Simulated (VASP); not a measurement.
# LiHF2 (R-3m) in VASP: notebook

Runs on LiHF2. Level: PBEsol. Tasks: single point.

All numbers are computed with VASP 6.6.1; they aren't measurements. Logs are shortened: lines on timing, memory, paths and dates and some standing lists are left out, and cuts for length are marked.

### 1 The cell of the first run

Symmetry: R-3m, No. 166, trigonal system. The conventional cell has a = 2.991 Å, b = 2.991 Å, c = 13.139 Å, α = 90.00°, β = 90.00°, γ = 120.00°. Within 2.7 Å of Li (site symmetry -3m) lie 6 F at 2.02 Å. H (site symmetry -3m) has 2 F at 1.14 Å within 1.5 Å. Within 1.5 Å of F (site symmetry 3m) lie 1 H at 1.14 Å.

### 2 Single point, PBEsol

The input, INCAR:

```
PREC = Accurate
ENCUT = 520
EDIFF = 1E-7
ISMEAR = 0
SIGMA = 0.01
LREAL = False
LASPH = True
NELM = 60
ALGO = Normal
ISIF = 2
LWAVE = False
LCHARG = True
GGA = PS
LELF = True
LVHAR = True
NBANDS = 17
```

The input, KPOINTS:

```
regular mesh
0
Gamma
  10 10 10
```

The input, POSCAR:

```
LiHF2
1.0
    1.4954930393      0.8634233088      4.3796031666
   -1.4954930393      0.8634233088      4.3796031666
    0.0000000000     -1.7268466176      4.3796031666
Li H F
1 1 2
Direct
    0.0000000000      0.0000000000      0.0000000000
    0.5000000000      0.5000000000      0.5000000000
    0.4131275230      0.4131275230      0.4131275230
    0.5868724770      0.5868724770      0.5868724770
```

Potentials or basis: VASP PAW PBE potentials, release 64 (Li_sv, H, F).

Command:

```sh
$ cat potpaw_PBE.64/Li_sv/POTCAR potpaw_PBE.64/H/POTCAR potpaw_PBE.64/F/POTCAR > POTCAR
$ mpirun -np 1 vasp_std > vasp.out
```

OUTCAR:

```text
PREC = Accurate
   ENCUT = 520
   EDIFF = 1E-7
   ISMEAR = 0
   LREAL = False
   LASPH = True
   NELM = 60
   ISIF = 2
   GGA = PS

 ion  position               nearest neighbor table
   1  0.000  0.000  0.000-   4 2.02   3 2.02   4 2.02   4 2.02   3 2.02   3 2.02
   2  0.500  0.500  0.500-   3 1.14   4 1.14
   3  0.413  0.413  0.413-   2 1.14   1 2.02   1 2.02   1 2.02
   4  0.587  0.587  0.587-   2 1.14   1 2.02   1 2.02   1 2.02

  LATTYP: Found a trigonal (rhomboedric) cell.
 ALAT       =     4.7077513887
 COS(alpha) =     0.7981764935

  Lattice vectors:

 A1 = (   1.4954930393,   0.8634233088,   4.3796031666)
 A2 = (  -1.4954930393,   0.8634233088,   4.3796031666)
 A3 = (   0.0000000000,  -1.7268466176,   4.3796031666)

Analysis of symmetry for initial positions (statically):
=====================================================================
 Subroutine PRICEL returns:
 Original cell was already a primitive cell.

 Routine SETGRP: Setting up the symmetry group for a
 trigonal (rhombohedral) supercell.

 Subroutine GETGRP returns: Found 12 space group operations
 (whereof 12 operations were pure point group operations)
 out of a pool of 12 trial point group operations.

The static configuration has the point symmetry D_3d.

Analysis of symmetry for dynamics (positions and initial velocities):
=====================================================================
 Subroutine PRICEL returns:
 Original cell was already a primitive cell.

 Routine SETGRP: Setting up the symmetry group for a
 trigonal (rhombohedral) supercell.

 Subroutine GETGRP returns: Found 12 space group operations
 (whereof 12 operations were pure point group operations)
 out of a pool of 12 trial point group operations.

The dynamic configuration has the point symmetry D_3d.

 Subroutine INISYM returns: Found 12 space group operations
 (whereof 12 operations are pure point group operations),
 and found     1 'primitive' translations

----------------------------------------------------------------------------------------

                                     Primitive cell

  volume of cell :      33.9308

  direct lattice vectors                    reciprocal lattice vectors
     1.495493039  0.863423309  4.379603167     0.334337899  0.193030076  0.076110396
    -1.495493039  0.863423309  4.379603167    -0.334337899  0.193030076  0.076110396
     0.000000000 -1.726846618  4.379603167     0.000000000 -0.386060151  0.076110396

  length of vectors
     4.707751389  4.707751389  4.707751389     0.393491084  0.393491084  0.393491084

  position of ions in fractional coordinates (direct lattice)
     0.000000000  0.000000000  0.000000000
     0.500000000  0.500000000  0.500000000
     0.413127523  0.413127523  0.413127523
     0.586872477  0.586872477  0.586872477

  ion indices of the primitive-cell ions
   primitive index   ion index
                 1           1
                 2           2
                 3           3
                 4           4

----------------------------------------------------------------------------------------

 KPOINTS: regular mesh

Automatic generation of k-mesh.
 Grid dimensions read from file:
 generate k-points for:   10   10   10

 Generating k-lattice:

  Cartesian coordinates                     Fractional coordinates (reciprocal lattice)
     0.033433790  0.019303008  0.007611040     0.100000000 -0.000000000  0.000000000
    -0.033433790  0.019303008  0.007611040    -0.000000000  0.100000000  0.000000000
     0.000000000 -0.038606015  0.007611040     0.000000000  0.000000000  0.100000000

  Length of vectors
     0.039349108  0.039349108  0.039349108

  Shift w.r.t. Gamma in fractional coordinates (k-lattice)
     0.000000000  0.000000000  0.000000000

 Subroutine IBZKPT returns following result:
 ===========================================

 Found    116 irreducible k-points:

 Following reciprocal coordinates:
            Coordinates               Weight
  0.000000  0.000000  0.000000      1.000000
  0.100000  0.000000  0.000000      6.000000
  0.200000  0.000000  0.000000      6.000000
  0.300000  0.000000  0.000000      6.000000
  0.400000 -0.000000  0.000000      6.000000
  0.500000 -0.000000  0.000000      3.000000
[... 16 lines left out ...]
  0.300000  0.300000 -0.000000      6.000000
  0.400000  0.300000  0.000000     12.000000
 [... further k-points ...]
   k-points           NKPTS =    116   k-points in BZ     NKDIM =    116   number of bands    NBANDS=     17
   number of dos      NEDOS =    301   number of ions     NIONS =      4
   total plane-waves  NPLWV =  46656
   dimension x,y,z NGX =    36 NGY =   36 NGZ =   36
   dimension x,y,z NGXF=    72 NGYF=   72 NGZF=   72
   ions per type =               1   1   2
   NGX,Y,Z   is equivalent  to a cutoff of  12.71, 12.71, 12.71 a.u.
   NGXF,Y,Z  is equivalent  to a cutoff of  25.43, 25.43, 25.43 a.u.
 SYSTEM =  unknown system
   PREC   = accura    normal or accurate (medium, high low for compatibility)
   ISTART =      0    job   : 0-new  1-cont  2-samecut
   ICHARG =      2    charge: 1-file 2-atom 10-const
   ISPIN  =      1    spin polarized calculation?
   LNONCOLLINEAR =      F non collinear calculations
   LSORBIT =      F    spin-orbit coupling
   LASPH  =      T    aspherical Exc in radial PAW
   ENCUT  =  520.0 eV  38.22 Ry    6.18 a.u.   8.75  8.75  8.75*2*pi/ulx,y,z
   NELM   =     60;   NELMIN=  2; NELMDL= -5     # of ELM steps
   EDIFF  = 0.1E-06   stopping-criterion for ELM
   LREAL  =      F    real-space projection
   EDIFFG = 0.1E-05   stopping-criterion for IOM
   NSW    =      0    number of steps for IOM
   IBRION =     -1    ionic relax: 0-MD 1-quasi-New 2-CG
   NFREE  =      0    steps in history (QN), initial steepest desc. (CG)
   ISIF   =      2    stress and relaxation
   ISYM   =      2    0-nonsym 1-usesym 2-fastsym
   POTIM  = 0.5000    time-step for ionic-motion
   TEBEG  =    0.0;   TEEND  =   0.0 temperature during run
   PSTRESS=    0.0 pullay stress
   NELECT =      18.0000    total number of electrons
   NUPDOWN=      -1.0000    fix difference up-down
   EMIN   =  10.00;   EMAX   =-10.00  energy-range for DOS
   EFERMI =   0.00;   METHOD = LEGACY
   ISMEAR =     0;   SIGMA  =   0.01  broadening in eV -4-tet -1-fermi 0-gaus
   EFERMI_NEDOS =   21; number of points for ismear=-14 and -15
   IALGO  =     38    algorithm
   IMIX   =      4    mixing-type and parameters
     AMIX     =   0.40;   BMIX     =  1.00
     AMIX_MAG =   1.60;   BMIX_MAG =  1.00
  volume/ion in A,a.u.               =       8.48        57.24
  Fermi-wavevector in a.u.,A,eV,Ry     =   1.325260  2.504377 23.896087  1.756313
  Thomas-Fermi vector in A             =   2.454734
   LORBIT       =      0    0 simple, 1 ext, 2 COOP (PROOUT), +10 PAW based schemes
   GGA     = PS    functional components
   LHFCALC =     F    Hartree Fock is set to
   AEXX    =    0.0000 exact exchange contribution
   IVDW    =     0    specifies the selected vdW correction
   LEPSILON=     F    determine dielectric tensor
   LRPA    =     F    only Hartree local field effects (RPA)
 non-spin polarized calculation
 Gauss-broadening in eV      SIGMA  =   0.01
  energy-cutoff  :      520.00
  volume of cell :       33.93
 maximum number of plane-waves:       940
   NGX = 17   NGY = 17   NGZ = 17

 number of electron      17.9999997 magnetization

 Free energy of the ion-electron system (eV)
  ---------------------------------------------------
  ext. energy  EPLUGINS =         0.00000000
  ---------------------------------------------------
  free energy    TOTEN  =       -18.60393291 eV

  energy without entropy =      -18.60393291  energy(sigma->0) =      -18.60393291

 E-fermi :  -2.8676     XC(G=0):  -9.2397

 val. band max:       -2.9245651129   @ k =   0.5000   0.5000   0.5000
 cond. band min:       5.1693386672   @ k =   0.0000   0.0000   0.0000
 fundamental gap:      8.0939037802
 Fermi energy:        -2.8676305558

 k-point     1 :       0.0000    0.0000    0.0000
  band No.  band energies     occupation
      1     -42.8168      2.00000
      2     -23.8304      2.00000
      3     -22.3725      2.00000
      4      -8.5602      2.00000
      5      -3.3335      2.00000
      6      -3.3335      2.00000
[... 9 lines left out ...]
     16      20.5565      0.00000
     17      20.5565      0.00000

 k-point     2 :       0.1000    0.0000    0.0000
  band No.  band energies     occupation
      1     -42.8143      2.00000
      2     -23.8029      2.00000
      3     -22.3611      2.00000
      4      -8.5142      2.00000
      5      -3.5926      2.00000
      6      -3.3690      2.00000
[... 9 lines left out ...]
     16      18.5122      0.00000
     17      20.5648      0.00000

 k-point     3 :       0.2000    0.0000    0.0000
  band No.  band energies     occupation
      1     -42.8076      2.00000
      2     -23.7299      2.00000
      3     -22.3319      2.00000
      4      -8.3929      2.00000
      5      -4.1577      2.00000
      6      -3.5880      2.00000
[... 9 lines left out ...]
     16      16.7514      0.00000
     17      20.4955      0.00000

 k-point     4 :       0.3000    0.0000    0.0000
  band No.  band energies     occupation
      1     -42.7994      2.00000
      2     -23.6364      2.00000
      3     -22.2964      2.00000
      4      -8.2423      2.00000
      5      -4.7489      2.00000
      6      -3.9395      2.00000
[... 9 lines left out ...]
     16      16.6588      0.00000
     17      20.3062      0.00000
[... 343 lines left out ...]
      1     -42.7956      2.00000
      2     -23.5955      2.00000
      3     -22.2748      2.00000
      4      -8.1896      2.00000
      5      -4.6468      2.00000
      6      -4.3893      2.00000
[... 9 lines left out ...]
     16      16.0096      0.00000
     17      21.3274      0.00000

 k-point    23 :       0.3000    0.3000   -0.0000
  band No.  band energies     occupation
      1     -42.7994      2.00000
      2     -23.5719      2.00000
      3     -22.3844      2.00000
      4      -7.9845      2.00000
      5      -4.6891      2.00000
      6      -4.1376      2.00000
[... 9 lines left out ...]
     16      16.5306      0.00000
     17      20.5329      0.00000

 k-point    24 :       0.4000    0.3000    0.0000
  band No.  band energies     occupation
      1     -42.7949      2.00000
      2     -23.5027      2.00000
      3     -22.3849      2.00000
      4      -7.8435      2.00000
      5      -4.9794      2.00000
      6      -4.2383      2.00000
[... 9 lines left out ...]
     16      16.5221      0.00000
     17      20.3156      0.00000

 [... further k-points ...]

------------------------ aborting loop because EDIFF is reached ----------------------------------------

  FORCE on cell =-STRESS in cart. coord.  units (eV):
  Direction    XX          YY          ZZ          XY          YZ          ZX
  --------------------------------------------------------------------------------------
  -------------------------------------------------------------------------------------
  Total       -0.1009498     -0.1009498      0.0890131      0.0000000     -0.0000000      0.0000000
  in kB       -4.7667450     -4.7667450      4.2031060      0.0000000     -0.0000000      0.0000000
  external PRESSURE =      -1.7767947 kB  Pullay stress =       0.0000000 kB

 VOLUME and BASIS-vectors are now :
 -----------------------------------------------------------------------------
  energy-cutoff  :      520.00
  volume of cell :       33.93
      direct lattice vectors                 reciprocal lattice vectors
     1.495493039  0.863423309  4.379603167     0.334337899  0.193030076  0.076110396
    -1.495493039  0.863423309  4.379603167    -0.334337899  0.193030076  0.076110396
     0.000000000 -1.726846618  4.379603167     0.000000000 -0.386060151  0.076110396

 POSITION                                       TOTAL-FORCE (eV/Angst)
 -----------------------------------------------------------------------------------
      0.00000      0.00000      0.00000         0.000000      0.000000      0.000000
      0.00000      0.00000      6.56940        -0.000000      0.000000      0.000000
      0.00000      0.00000      5.42800         0.000000      0.000000     -0.062335
      0.00000      0.00000      7.71081         0.000000     -0.000000      0.062335
 -----------------------------------------------------------------------------------
    total drift:                                0.000000     -0.000000      0.000000

  FREE ENERGIE OF THE ION-ELECTRON SYSTEM (eV)
  ---------------------------------------------------
  free  energy   TOTEN  =       -18.6039329108 eV

  energy  without entropy=      -18.6039329108  energy(sigma->0) =      -18.60393291
```

It took 72 s on 1 thread of Intel Xeon Platinum 8375C at 2.90GHz (Ice Lake), shared host; peak memory 0.22 GiB.

What came out:

```yaml
Free_energy: -18.6039 eV
Largest_force: 0.062 eV/Å
Band_gap_on_the_k_mesh: 8.09 eV, indirect (least direct gap 8.30 eV)
```

Forces on the atoms (eV/Å):
```
Li   0.000  0.000  0.000
H    0.000  0.000  0.000
F    0.000  0.000 -0.062
F    0.000  0.000  0.062
```

Caveat: the cutoff is under 1.25 times the usual one of these potentials, so pressure, stress and relaxed cells hold a basis-set (Pulay) error; the PAW data sets were made with another functional, which shifts forces and pressure a little. A k mesh can miss the band edges.

[end of part 1 of 2]
